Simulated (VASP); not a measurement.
Crystal: HgTe.

```xyz
2
Lattice="0.0000 3.2036 3.2036 3.2036 0.0000 3.2036 3.2036 3.2036 0.0000" Properties=species:S:1:pos:R:3 pbc="T T T"
Hg    0.0000    0.0000    0.0000
Te    1.6018    1.6018    1.6018
```

This cell differs from its parent crystal: strain -2.6%.

Base run:

- Program: VASP 6.6.1
- Functional: PBE
- Potentials or basis: VASP PAW PBE potentials, release 64 (Hg, Te)
- Cutoff: 520 eV
- k mesh: 6 × 6 × 6
- Occupations: fermi-dirac, width 0.02 eV
- Spin: no spin polarisation

Its results: band gap on the k mesh zero (filled and empty bands touch); pressure 5.3 GPa.

The run is repeated on the same cell with these changes: functional from PBE to HSE06; k mesh from 6 × 6 × 6 to 4 × 4 × 4. What comes out?

Band gap on the k mesh zero (filled and empty bands touch); pressure 4.0 GPa.

Several settings changed at once, so the effect can't be laid on one alone.

Caveats: some runs use coarse meshes; spin-orbit coupling is left out, which moves the levels of the heavy elements; the PAW data sets were made with another functional, which shifts forces and pressure a little (some runs).
